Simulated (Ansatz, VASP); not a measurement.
VHg2N2: VASP beside Ansatz

```
V Hg N
1.0
     3.71011    0.00000    0.00000
     0.00000    3.71011    0.00000
     0.00000    0.00000    6.37358
V Hg N
1 2 2
Direct
  0.00000 0.00000 0.00000
  0.00000 0.00000 0.50000
  0.50000 0.50000 0.50000
  0.50000 0.00000 0.08423
  0.00000 0.50000 0.91577
```

Alike in both runs: functional PBE; k mesh 8 × 8 × 6; occupations gaussian, width 0.1 eV; collinear spin.

Ansatz relaxed the structure, and its values are those at the end. VASP's run is a single point on that final structure, the one shown.

|  | VASP | Ansatz |
| --- | --- | --- |
| version | VASP 6.6.1 | Ansatz 0.2.0 |
| potentials or method | VASP PAW PBE potentials, release 64 (V_sv, Hg, N), cutoff 600 eV | scalar-relativistic, plane waves, PAW |
| valence electrons in the cell | 47 | 63 |

|  | VASP | Ansatz | Ansatz less VASP |
| --- | --- | --- | --- |
| gap on the k mesh at the Fermi level (eV) | none | none | - |
| pressure (GPa) | 0.5 | 0.0 | -0.49 |
| rms of the force components (eV/Å) | 0.041 | 0.000 | -0.0406 |
| net moment per atom (μB) | 0.00 | 0.10 | +0.101 |
| size of the moment on the site where the two differ most (μB) | 0.00 | 0.34 | +0.341 |

The net moments are unlike, so the other rows may belong to different states. Site moments also hang on the region over which each program counts them. A gap of «none» marks a metal or a gap that the smearing closes. VASP's potentials hold 47 valence electrons a cell and Ansatz's 63, so a difference there can come from the potentials and not from the codes.

Neither program's run includes spin-orbit coupling.
